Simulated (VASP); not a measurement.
# Sc12H (a cell with a defect) in VASP: notebook

Sc12H (a cell with a defect) is run at these levels: PBE; tasks: single point.

All numbers are computed with VASP 6.6.1; they aren't measurements. Logs are shortened: lines on timing, memory, paths and dates and some standing lists are left out, and cuts for length are marked.

**1. The cell of the first run**

The cell holds a defect, 13 atoms: a = 6.620 Å, b = 9.930 Å, c = 5.276 Å, α = 90.00°, β = 90.00°, γ = 120.00°.

**2. Single point, PBE**

The input, INCAR:

```
ALGO     = Normal         # electronic algorithm
EDIFF    = 1E-6           # SCF threshold, eV
ENCUT    = 520            # plane-wave cutoff, eV
GGA      = PE             # functional
ISIF     = 2              # what is computed and relaxed
ISMEAR   = 0              # smearing method
LASPH    = True           # aspherical terms in the spheres
LCHARG   = False          # write CHGCAR
LREAL    = False          # projectors in reciprocal space
LWAVE    = False          # write WAVECAR
NBANDS   = 78             # bands
NELM     = 100            # most SCF steps
PREC     = Accurate       # precision mode
SIGMA    = 0.05           # smearing width, eV
```

The input, KPOINTS:

```
k-points
0
Gamma
  3 2 3
```

The input, POSCAR:

```
Sc12H
1.0
    6.6200000000      0.0000000000      0.0000000000
   -4.9650000000      8.5996320000      0.0000000000
    0.0000000000      0.0000000000      5.2761400000
Sc H
12 1
Direct
    0.0003852556      0.0014468061     -0.0033636333
    0.1666696177      0.2223262577      0.4938436054
   -0.0011429199      0.3321778188     -0.0037711281
    0.1620806857      0.5503937843      0.5004927845
   -0.0033152336      0.6654521961      0.0051350040
    0.1645043487      0.8906772987      0.5006156016
    0.5024648804      0.0024730128      0.0041424223
    0.6666722251      0.2223762598      0.4990187903
    0.4982363730      0.3318311760     -0.0028278249
    0.6664509197      0.5555516794      0.5037006220
    0.4991220647      0.6664968920      0.0045197815
    0.6729422689      0.8901729748      0.4991673837
    0.3314748956      0.7787586725      0.9171837745
```

Potentials or basis: VASP PAW PBE potentials, release 64 (Sc_sv, H).

Run with:

```
cat potpaw_PBE.64/Sc_sv/POTCAR potpaw_PBE.64/H/POTCAR > POTCAR
mpirun -np 1 vasp_std > vasp.out
```

OUTCAR:

```text
EDIFF = 1E-6
   ENCUT = 520
   GGA = PE
   ISIF = 2
   ISMEAR = 0
   LASPH = True
   LREAL = False
   NELM = 100
   PREC = Accurate

 ion  position               nearest neighbor table
   1  0.000  0.001  0.997-  12 3.23   6 3.23   2 3.24  12 3.25   2 3.26   6 3.26   9 3.29   3 3.29
                             7 3.30   7 3.32  11 3.32   5 3.32
   2  0.167  0.222  0.494-   9 3.24   1 3.24   3 3.24   1 3.26   3 3.27   9 3.27   4 3.27  12 3.28
                             6 3.29  10 3.31   8 3.31   8 3.31
   3  0.999  0.332  0.996-   4 3.22   8 3.24   2 3.24   4 3.26   2 3.27   8 3.27   7 3.28   1 3.29
                             9 3.31   9 3.31  11 3.32   5 3.32
   4  0.162  0.550  0.500-   3 3.22  11 3.25   5 3.25   3 3.26   8 3.27   2 3.27  11 3.29   5 3.29
                            10 3.31  10 3.31   6 3.37  12 3.38
   5  0.997  0.665  0.005-  13 1.97  10 3.24  10 3.25   6 3.25   4 3.25   6 3.29   4 3.29  11 3.30
                             9 3.31   3 3.32  11 3.32   1 3.32   7 3.35
   6  0.165  0.891  0.501-   1 3.23  12 3.25   5 3.25   7 3.26   1 3.26   2 3.29   7 3.29   5 3.29
                             8 3.31  10 3.31  12 3.37   4 3.37
   7  0.502  0.002  0.004-  13 1.98   8 3.22  12 3.26   6 3.26   8 3.27   3 3.28   9 3.28   6 3.29
                            12 3.30   1 3.30   1 3.32  11 3.33   5 3.35
   8  0.667  0.222  0.499-   7 3.22   3 3.24   9 3.25   9 3.26   3 3.27   7 3.27   4 3.27   6 3.31
                            10 3.31   2 3.31   2 3.31  12 3.32
   9  0.498  0.332  0.997-  10 3.24   2 3.24   8 3.25   8 3.26   2 3.27   7 3.28   1 3.29  10 3.29
                             5 3.31   3 3.31   3 3.31  11 3.32
  10  0.666  0.556  0.504-   9 3.24   5 3.24   5 3.25  11 3.26  11 3.26   9 3.29  12 3.30   4 3.31
                             2 3.31   8 3.31   6 3.31   4 3.31
  11  0.499  0.666  0.005-  13 1.98  12 3.24   4 3.25  10 3.26  10 3.26   4 3.29  12 3.29   5 3.30
                             3 3.32   9 3.32   5 3.32   1 3.32   7 3.33
  12  0.673  0.890  0.499-   1 3.23  11 3.24   1 3.25   6 3.25   7 3.26   2 3.28  11 3.29   7 3.30
                            10 3.30   8 3.32   6 3.37   4 3.38
  13  0.331  0.779  0.917-   5 1.97   7 1.98  11 1.98

  LATTYP: Found a simple monoclinic cell.
 ALAT       =     6.6200000000
 B/A-ratio  =     0.7970000000
 C/A-ratio  =     1.3228756170
 COS(beta)  =    -0.1889822420

  Lattice vectors:

 A1 = (   6.6200000000,   0.0000000000,   0.0000000000)
 A2 = (   0.0000000000,   0.0000000000,   5.2761400000)
 A3 = (  -1.6550000000,  -8.5996320000,   0.0000000000)

Analysis of symmetry for initial positions (statically):
=====================================================================
 Subroutine PRICEL returns:
 Original cell was already a primitive cell.

 Routine SETGRP: Setting up the symmetry group for a
 simple monoclinic supercell.

[... 163 lines left out ...]
     AMIX     =   0.40;   BMIX     =  1.00
     AMIX_MAG =   1.60;   BMIX_MAG =  1.00
  volume/ion in A,a.u.               =      23.11       155.92
  Fermi-wavevector in a.u.,A,eV,Ry     =   1.247788  2.357977 21.183915  1.556974
  Thomas-Fermi vector in A             =   2.381904
   LORBIT       =      0    0 simple, 1 ext, 2 COOP (PROOUT), +10 PAW based schemes
   GGA     = PE    functional components
   LHFCALC =     F    Hartree Fock is set to
   AEXX    =    0.0000 exact exchange contribution
   IVDW    =     0    specifies the selected vdW correction
   LEPSILON=     F    determine dielectric tensor
   LRPA    =     F    only Hartree local field effects (RPA)
 non-spin polarized calculation
 Gauss-broadening in eV      SIGMA  =   0.05
  energy-cutoff  :      520.00
  volume of cell :      300.37
 maximum number of plane-waves:      8103
 NGX is ok and might be reduce to    50
   NGX = 25   NGY = 37   NGZ = 19

 number of electron     132.9999998 magnetization

 Free energy of the ion-electron system (eV)
  ---------------------------------------------------
  ext. energy  EPLUGINS =         0.00000000
  ---------------------------------------------------
  free energy    TOTEN  =       -78.50589382 eV

  energy without entropy =      -78.46404080  energy(sigma->0) =      -78.48496731

 E-fermi :   3.6388     XC(G=0):  -9.8550

 val. band max:        3.6294262921   @ k =   0.3333   0.0000   0.3333
 cond. band min:       3.6427096800   @ k =  -0.3333   0.5000   0.3333
 fundamental gap:      0.0132833878
 Fermi energy:         3.6387558359

 k-point     1 :       0.0000    0.0000    0.0000
  band No.  band energies     occupation
      1     -45.8594      2.00000
      2     -45.8371      2.00000
      3     -45.8322      2.00000
      4     -45.7563      2.00000
      5     -45.7245      2.00000
      6     -45.7167      2.00000
[... 799 lines left out ...]
     77       4.5949      0.00000
     78       4.6517      0.00000

------------------------ aborting loop because EDIFF is reached ----------------------------------------

  FORCE on cell =-STRESS in cart. coord.  units (eV):
  Direction    XX          YY          ZZ          XY          YZ          ZX
  --------------------------------------------------------------------------------------
  -------------------------------------------------------------------------------------
  Total        0.2956939      0.4498816     -1.9119489      0.1575465      0.0898233      0.0373959
  in kB        1.5772434      2.3996875    -10.1984154      0.8403597      0.4791213      0.1994713
  external PRESSURE =      -2.0738282 kB  Pullay stress =       0.0000000 kB

 VOLUME and BASIS-vectors are now :
 -----------------------------------------------------------------------------
  energy-cutoff  :      520.00
  volume of cell :      300.37
      direct lattice vectors                 reciprocal lattice vectors
     6.620000000  0.000000000  0.000000000     0.151057402  0.087213034  0.000000000
    -4.965000000  8.599632000  0.000000000     0.000000000  0.116284046  0.000000000
     0.000000000  0.000000000  5.276140000     0.000000000  0.000000000  0.189532499

 POSITION                                       TOTAL-FORCE (eV/Angst)
 -----------------------------------------------------------------------------------
     -0.00463      0.01244      5.25839         0.003526     -0.009271      0.029191
     -0.00050      1.91192      2.60559        -0.010898     -0.009674      0.002277
      4.96317      2.85661      5.25624         0.003525      0.010515      0.026118
     -1.65973      4.73318      2.64067        -0.004553      0.012345      0.062811
      3.29408      5.72264      0.02709        -0.017226     -0.018450      0.100370
     -3.33319      7.65950      2.64132         0.009248      0.004116      0.044381
      3.31404      0.02127      0.02186         0.005718      0.015450      0.097013
      3.30927      1.91235      2.63289         0.001978     -0.008529      0.053373
      1.65078      2.85363      5.26122        -0.000012      0.008074      0.034943
      1.65359      4.77754      2.65759         0.000603      0.002451      0.093500
     -0.00497      5.73163      0.02385         0.034216     -0.022814      0.109125
      0.03517      7.65516      2.63368        -0.023202      0.012103      0.061524
     -1.67217      6.69704      4.83919        -0.002921      0.003684     -0.714626
 -----------------------------------------------------------------------------------
    total drift:                               -0.000431     -0.000836     -0.000009

  FREE ENERGIE OF THE ION-ELECTRON SYSTEM (eV)
  ---------------------------------------------------
  free  energy   TOTEN  =       -78.5058938166 eV

  energy  without entropy=      -78.4640407969  energy(sigma->0) =      -78.48496731
```

OSZICAR:

```text
N       E                     dE             d eps       ncg     rms          rms(c)
DAV:   1     0.311303030535E+04    0.31130E+04   -0.56680E+04  1576   0.180E+03
DAV:   2     0.185383958955E+03   -0.29276E+04   -0.29031E+04  2272   0.864E+02
DAV:   3    -0.697817740517E+02   -0.25517E+03   -0.24861E+03  2532   0.362E+02
[... 12 lines left out ...]
DAV:  16    -0.785058990613E+02   -0.52429E-05   -0.11359E-04  2256   0.769E-02    0.148E-02
DAV:  17    -0.785058966325E+02    0.24288E-05   -0.39646E-05  2160   0.491E-02    0.791E-03
DAV:  18    -0.785058952064E+02    0.14261E-05   -0.10268E-05  1640   0.255E-02    0.434E-03
DAV:  19    -0.785058940889E+02    0.11175E-05   -0.19669E-06  1200   0.149E-02    0.194E-03
DAV:  20    -0.785058938166E+02    0.27226E-06   -0.98662E-07  1176   0.106E-02
   1 F= -.78505894E+02 E0= -.78484967E+02  d E =-.418530E-01
```

stdout:

```text
POSCAR found type information on POSCAR ScH
 POSCAR found :  2 types and      13 ions
 scaLAPACK will be used
 LDA part: xc-table for (Slater+PW92), standard interpolation
 -----------------------------------------------------------------------------
|                                                                             |
|           W    W    AA    RRRRR   N    N  II  N    N   GGGG   !!!           |
|           W    W   A  A   R    R  NN   N  II  NN   N  G    G  !!!           |
|           W    W  A    A  R    R  N N  N  II  N N  N  G       !!!           |
|           W WW W  AAAAAA  RRRRR   N  N N  II  N  N N  G  GGG   !            |
|           WW  WW  A    A  R   R   N   NN  II  N   NN  G    G                |
|           W    W  A    A  R    R  N    N  II  N    N   GGGG   !!!           |
|                                                                             |
|     Your reciprocal lattice and k-lattice belong to different lattice       |
|     classes:                                                                |
|                                                                             |
|        The reciprocal lattice is simple monoclinic,                         |
|        whereas your k-lattice is hexagonal.                                 |
|                                                                             |
|     Results are often still useful ...                                      |
|                                                                             |
 -----------------------------------------------------------------------------

 POSCAR, INCAR and KPOINTS ok, starting setup
 FFT: planning ... GRIDC
 FFT: planning ... GRID_SOFT
 FFT: planning ... GRID
 WAVECAR not read
 entering main loop
```

It took 5.2 min on 1 thread of Intel Xeon Platinum 8559C (Emerald Rapids), shared host; peak memory 0.46 GiB.

Results:

| Quantity | Value |
| --- | --- |
| Free energy | -78.5059 eV |
| Pressure | -0.2 GPa |
| Largest force | 0.715 eV/Å |
| Band gap on the k mesh | zero (an odd number of electrons rules out a gap without spin polarisation) |

Forces on the atoms (eV/Å):
```
Sc   0.004 -0.009  0.029
Sc  -0.011 -0.010  0.002
Sc   0.004  0.011  0.026
Sc  -0.005  0.012  0.063
Sc  -0.017 -0.018  0.100
Sc   0.009  0.004  0.044
Sc   0.006  0.015  0.097
Sc   0.002 -0.009  0.053
Sc   0.000  0.008  0.035
Sc   0.001  0.002  0.093
Sc   0.034 -0.023  0.109
Sc  -0.023  0.012  0.062
H   -0.003  0.004 -0.715
```

Stress tensor (GPa, compression positive):
```
 0.16  0.08  0.02
 0.08  0.24  0.05
 0.02  0.05 -1.02
```

Caveat: the k points lie up to 0.40 Å⁻¹ apart, too coarse for converged energies and pressures of a metal.

(Part 1 of 2 ends here.)
